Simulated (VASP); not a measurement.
Write the native input for VASP 6.6.1 that does the following.

```yaml
Task: single point
Functional: PBEsol
Potentials_or_basis: VASP PAW PBE potentials, release 64 (Pt, Se)
Cutoff: 500 eV
k_mesh: 6 × 6 × 4
Occupations: gaussian, width 0.1 eV
Spin: no spin polarisation
Dipole_correction: no
Further_INCAR_settings: ALGO = Normal; EDIFF = 1e-06; NBANDS = 18
```

The structure of PtSe2 (pbesol) lies in POSCAR:

```
PtSe2
1.0
    3.7240000000      0.0000000000      0.0000000000
   -1.8620000000      3.2250786037      0.0000000000
    0.0000000000      0.0000000000      5.0620000000
Pt Se
1 2
Direct
    0.0000000000      0.0000000000      0.0000000000
    0.3333333333      0.6666666667      0.2500000000
    0.6666666667      0.3333333333      0.7500000000
```

One way to write it, as run:

INCAR

```
SYSTEM = PtSe2
PREC = Accurate
ENCUT = 500
EDIFF = 1E-6
ISMEAR = 0
SIGMA = 0.1
LREAL = .FALSE.
LASPH = .TRUE.
NELM = 120
ALGO = Normal
ISIF = 2
LWAVE = .FALSE.
LCHARG = .FALSE.
GGA = PS
NBANDS = 18
GGA_COMPAT = .FALSE.
```

KPOINTS

```
Automatic mesh
0
G
  6 6 4
  0 0 0
```

Potentials or basis: VASP PAW PBE potentials, release 64 (Pt, Se).

Launch:

```console
$ cat potpaw_PBE.64/Pt/POTCAR potpaw_PBE.64/Se/POTCAR > POTCAR
$ mpirun -np 1 vasp_std > vasp.out
```

It gave:

- Pressure: 2.2 GPa
- Largest force: 0.345 eV/Å
- Band gap on the k mesh: zero (band 11 reaches 6.81 eV, above the bottom of band 12 at 6.39 eV)

Caveat: the PAW data sets were made with another functional, which shifts forces and pressure a little; spin-orbit coupling is left out, which moves the levels of the heavy elements.

It took 32 s on 1 thread of Intel Xeon 6975P-C (shared host), peak memory 0.19 GiB.
